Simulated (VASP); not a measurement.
# MnS (F-43m) in VASP: settings compared, part 2 of 2

VASP 6.6.1. Earlier steps stand in the parts before.

## 4. Relaxation of cell and atoms, PBE+D3(BJ), collinear spin, ferromagnetic start

The input, INCAR:

```
SYSTEM = MnS
PREC = Accurate
ENCUT = 600
EDIFF = 1E-7
ISMEAR = -1
SIGMA = 0.05
LREAL = .False.
LASPH = .True.
NELM = 150
ALGO = Normal
ISIF = 3
LWAVE = .False.
LCHARG = .False.
ISPIN = 2
MAGMOM = 4 0
LORBIT = 11
LMAXMIX = 4
GGA = PE
IVDW = 12
IBRION = 2
NSW = 80
EDIFFG = -0.01
```

The input, KPOINTS:

```
regular mesh
0
Gamma
  9 9 9
  0 0 0
```

The input, POSCAR:

```
MnS
1.0
    0.0000000000      2.4734634191      2.4734634191
    2.4734634191      0.0000000000      2.4734634191
    2.4734634191      2.4734634191      0.0000000000
Mn S
1 1
Direct
    0.0000000000      0.0000000000      0.0000000000
    0.7500000000      0.7500000000      0.7500000000
```

Potentials or basis: VASP PAW PBE potentials, release 64 (Mn_pv, S).

Launch:

```console
cat potpaw_PBE.64/Mn_pv/POTCAR potpaw_PBE.64/S/POTCAR > POTCAR
mpirun -np 1 vasp_std > vasp.out
```

OUTCAR:

```text
SYSTEM = MnS
   PREC = Accurate
   ENCUT = 600
   EDIFF = 1E-7
   ISMEAR = -1
   LREAL = .False.
   LASPH = .True.
   NELM = 150
   ISIF = 3
   ISPIN = 2
   LORBIT = 11
   GGA = PE
   IVDW = 12
   IBRION = 2
   NSW = 80
   EDIFFG = -0.01
 IVDW          = 12

 ion  position               nearest neighbor table
   1  0.000  0.000  0.000-   2 2.14   2 2.14   2 2.14   2 2.14
   2  0.750  0.750  0.750-   1 2.14   1 2.14   1 2.14   1 2.14

  LATTYP: Found a face centered cubic cell.
 ALAT       =     4.9469268382

  Lattice vectors:

 A1 = (   0.0000000000,   2.4734634191,   2.4734634191)
 A2 = (   2.4734634191,   0.0000000000,   2.4734634191)
 A3 = (   2.4734634191,   2.4734634191,   0.0000000000)

Analysis of symmetry for initial positions (statically):
=====================================================================
 Subroutine PRICEL returns:
 Original cell was already a primitive cell.

 Routine SETGRP: Setting up the symmetry group for a
 face centered cubic supercell.

 Subroutine GETGRP returns: Found 24 space group operations
 (whereof 24 operations were pure point group operations)
 out of a pool of 48 trial point group operations.

The static configuration has the point symmetry T_d .

Analysis of symmetry for dynamics (positions and initial velocities):
=====================================================================
 Subroutine PRICEL returns:
 Original cell was already a primitive cell.

 Routine SETGRP: Setting up the symmetry group for a
 face centered cubic supercell.

 Subroutine GETGRP returns: Found 24 space group operations
 (whereof 24 operations were pure point group operations)
 out of a pool of 48 trial point group operations.

The dynamic configuration has the point symmetry T_d .

Analysis of structural, dynamic, and magnetic symmetry:
=====================================================================
 Subroutine PRICEL returns:
 Original cell was already a primitive cell.

 Routine SETGRP: Setting up the symmetry group for a
 face centered cubic supercell.

 Subroutine GETGRP returns: Found 24 space group operations
 (whereof 24 operations were pure point group operations)
 out of a pool of 48 trial point group operations.

The overall configuration has the point symmetry T_d .

 Subroutine INISYM returns: Found 24 space group operations
 (whereof 24 operations are pure point group operations),
[... 141 lines left out ...]
  ---------------------------------------------------
  ext. energy  EPLUGINS =         0.00000000
  ---------------------------------------------------
  free energy    TOTEN  =       -13.67758908 eV

  energy without entropy =      -13.65774380  energy(sigma->0) =      -13.66766644

------------------------ aborting loop because EDIFF is reached ----------------------------------------

 Edisp (eV)   -0.96648

 E8    (eV) :    -0.4015
[... 71 lines left out ...]
--------------------------------------- Ionic step        3  -------------------------------------------

 number of electron      18.9999989 magnetization      -0.2016474

 Free energy of the ion-electron system (eV)
  ---------------------------------------------------
  ext. energy  EPLUGINS =         0.00000000
  ---------------------------------------------------
  free energy    TOTEN  =       -13.66514036 eV

  energy without entropy =      -13.64542881  energy(sigma->0) =      -13.65528459

 E-fermi :   7.6179     XC(G=0): -11.3208

 val. band max:        7.6140776381   @ k =  -0.3333   0.3333   0.0000
 cond. band min:       7.6283027566   @ k =   0.4444   0.4444   0.0000
 fundamental gap:      0.0142251185
 Fermi energy:         7.6179207595

 spin component 1

 k-point     1 :       0.0000    0.0000    0.0000
  band No.  band energies     occupation
      1     -39.9882      1.00000
      2     -39.9882      1.00000
      3     -39.9882      1.00000
      4      -7.7680      1.00000
      5       2.8824      1.00000
      6       2.8824      1.00000
      7       2.8825      1.00000
      8       6.9529      1.00000
      9       6.9529      1.00000
     10      11.4356      0.00000
     11      11.4356      0.00000
     12      11.4356      0.00000
     13      11.5209      0.00000
     14      15.6265      0.00000
[... 403 lines left out ...]
      4      -6.0750      1.00000
      5       0.8963      1.00000
      6       3.5168      1.00000
      7       3.5168      1.00000
      8       5.8855      1.00000
      9       7.6283      0.44828
     10       7.7376      0.08361
     11       8.0339      0.00024
     12       8.0339      0.00024
     13      13.2222      0.00000
     14      14.6150      0.00000
     15      20.8421      0.00000

 [... further k-points ...]

 spin component 2

 k-point     1 :       0.0000    0.0000    0.0000
  band No.  band energies     occupation
      1     -40.1789      1.00000
      2     -40.1789      1.00000
      3     -40.1789      1.00000
      4      -7.7758      1.00000
      5       2.8388      1.00000
      6       2.8388      1.00000
      7       2.8388      1.00000
      8       6.7150      1.00000
      9       6.7150      1.00000
     10      11.3699      0.00000
     11      11.3699      0.00000
     12      11.3699      0.00000
     13      11.4961      0.00000
     14      15.5790      0.00000
[... 448 lines left out ...]
  FREE ENERGIE OF THE ION-ELECTRON SYSTEM (eV)
  ---------------------------------------------------
  free  energy   TOTEN  =       -14.6474322034 eV

  energy  without entropy=      -14.6277206495  energy(sigma->0) =      -14.63757643

 reached required accuracy - stopping structural energy minimisation

 total charge

# of ion       s       p       d       tot
------------------------------------------
    1        0.359   6.322   5.385  12.065
    2        1.323   2.433   0.000   3.756
--------------------------------------------------
tot          1.682   8.755   5.385  15.821

 magnetization (x)

# of ion       s       p       d       tot
------------------------------------------
    1       -0.007  -0.004  -0.184  -0.194
    2        0.001   0.003   0.000   0.004
--------------------------------------------------
tot         -0.006  -0.000  -0.184  -0.190
```

OSZICAR:

```text
N       E                     dE             d eps       ncg     rms          rms(c)
DAV:   1     0.163370125041E+03    0.16337E+03   -0.11766E+04  2100   0.152E+03
DAV:   2    -0.722433873140E+01   -0.17059E+03   -0.16435E+03  2240   0.378E+02
DAV:   3    -0.144385614087E+02   -0.72142E+01   -0.71534E+01  2527   0.850E+01
DAV:   4    -0.145342369326E+02   -0.95676E-01   -0.95611E-01  2583   0.102E+01
[... 51 lines left out ...]
DAV:   8    -0.136651370224E+02    0.68196E-06   -0.22903E-05  2835   0.437E-02    0.285E-02
DAV:   9    -0.136651396343E+02   -0.26119E-05   -0.86720E-06  2407   0.250E-02    0.848E-03
DAV:  10    -0.136651406377E+02   -0.10034E-05   -0.24863E-06  2421   0.110E-02    0.158E-02
DAV:  11    -0.136651404507E+02    0.18702E-06   -0.13454E-07  1432   0.405E-03    0.992E-03
DAV:  12    -0.136651403621E+02    0.88521E-07   -0.96873E-08  1050   0.220E-03
   3 F= -.14647432E+02 E0= -.14637576E+02  d E =-.336155E-02  mag=    -0.2019
```

It took 71 s on 1 thread of Intel Xeon 6975P-C (Granite Rapids), shared host; peak memory 0.2 GiB.

What came out:

```
Free energy                                           : -14.6474 eV
Relaxed volume                                        : 14.90 Å³/atom
Relaxed cell                                          : a = 3.480 Å, b = 3.480 Å, c = 3.480 Å, α = 60.00°, β = 60.00°, γ = 60.00°
Space group after relaxing (to 0.05 Å)                : F-43m (No. 216)
Energy gained by relaxing                             : 1.7 meV/atom
Ionic steps                                           : 3
Pressure after relaxing                               : 0.0 GPa
Net moment                                            : -0.20 μB per cell
Site moments                                          : Mn -0.19; S +0.00 μB
Valence electrons inside the program's atomic spheres : Mn 12.06; S 3.76
Dispersion energy per atom                            : -0.491 eV
```

The path:
```csv
step,energy change (eV),largest force (eV/Å),pressure (GPa),volume (Å³)
1,0.0000,0.0000,-2.24,30.27
2,-0.0003,0.0000,2.24,29.35
3,-0.0034,0.0000,0.00,29.79
```

Final structure:
```cif
data_structure
_symmetry_space_group_name_H-M 'P 1'
_symmetry_Int_Tables_number 1
_cell_length_a 3.4796
_cell_length_b 3.4796
_cell_length_c 3.4796
_cell_angle_alpha 60.000
_cell_angle_beta 60.000
_cell_angle_gamma 60.000
_cell_volume 29.79
loop_
_atom_site_label
_atom_site_type_symbol
_atom_site_fract_x
_atom_site_fract_y
_atom_site_fract_z
_atom_site_occupancy
Mn1 Mn 0.00000 0.00000 0.00000 1
S1 S 0.75000 0.75000 0.75000 1
```

Caveat: the moment fell far below its start of 4 μB, so a state of higher moment may lie lower in energy; semilocal functionals often make such compounds metallic where correlation or magnetic order opens a gap, which also shifts bond lengths; pairwise dispersion overbinds metals, which lowers pressure and volume. With open d or f shells a metallic result of PBE can be an artefact of self-interaction; +U or a hybrid may open a gap.

## 5. Summary

| task | level | cell | cutoff (eV) | smearing | gap on the mesh (eV) | pressure (GPa) | moment (μB) |
| --- | --- | --- | --- | --- | --- | --- | --- |
| single point | PBE | a = 3.498 Å, angles 60.0°, 2 atoms | 520 | gaussian 0.05 eV | none | 3.0 | 0.24 |
| single point | PBE | a = 3.523 Å, angles 60.0°, 2 atoms | 520 | fermi-dirac 0.05 eV | none | 0.1 | 0.24 |
| relaxation of cell and atoms | PBE+D3(BJ) | relaxed from a = 3.498 Å, angles 60.0°, 2 atoms | 600 | fermi-dirac 0.05 eV | none | 0.0 | 0.20 |

Alike in all rows: potentials or basis VASP PAW PBE potentials, release 64 (Mn_pv, S); spin collinear, ferromagnetic start; k mesh 9 × 9 × 9.

Caveats: the moment fell far below its start of 4 μB, so a state of higher moment may lie lower in energy; semilocal functionals often make such compounds metallic where correlation or magnetic order opens a gap, which also shifts bond lengths; pairwise dispersion overbinds metals, which lowers pressure and volume (some runs).

Absolute energies hang on the potentials; compare differences alone.
